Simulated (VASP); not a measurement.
A run of VASP 6.6.1 is set up as follows.

The input INCAR:

```
PREC = Accurate
ENCUT = 520
EDIFF = 1E-6
ISMEAR = 0
SIGMA = 0.15
LREAL = F
LASPH = T
NELM = 80
ALGO = Fast
ISIF = 2
LWAVE = F
LCHARG = F
NBANDS = 18
```

Contents of KPOINTS:

```
Automatic mesh
0
Gamma
  16 16 16
```

POSCAR

```
TiAl3
1.0
   -1.9717657862      1.9717657862      4.3100828321
    1.9717657862     -1.9717657862      4.3100828321
    1.9717657862      1.9717657862     -4.3100828321
Ti Al
1 3
Direct
    0.0000000000      0.0000000000      0.0000000000
    0.5000000000      0.5000000000      0.0000000000
    0.7500000000      0.2500000000      0.5000000000
    0.2500000000      0.7500000000      0.5000000000
```

Potentials or basis: VASP PAW LDA potentials, release 64 (Ti_sv, Al).

The run is started by

```sh
$ cat potpaw_LDA.64/Ti_sv/POTCAR potpaw_LDA.64/Al/POTCAR > POTCAR
$ mpirun -np 1 vasp_std > vasp.out
```

Predict the pressure.

-9.5 GPa.

What does it give for the band gap on the k mesh?

Zero (an odd number of electrons rules out a gap without spin polarisation).

Stress tensor (GPa, compression positive):
```
-11.01   0.00   0.00
  0.00 -11.01   0.00
  0.00   0.00  -6.59
```

Caveat: the cell stands under tension.
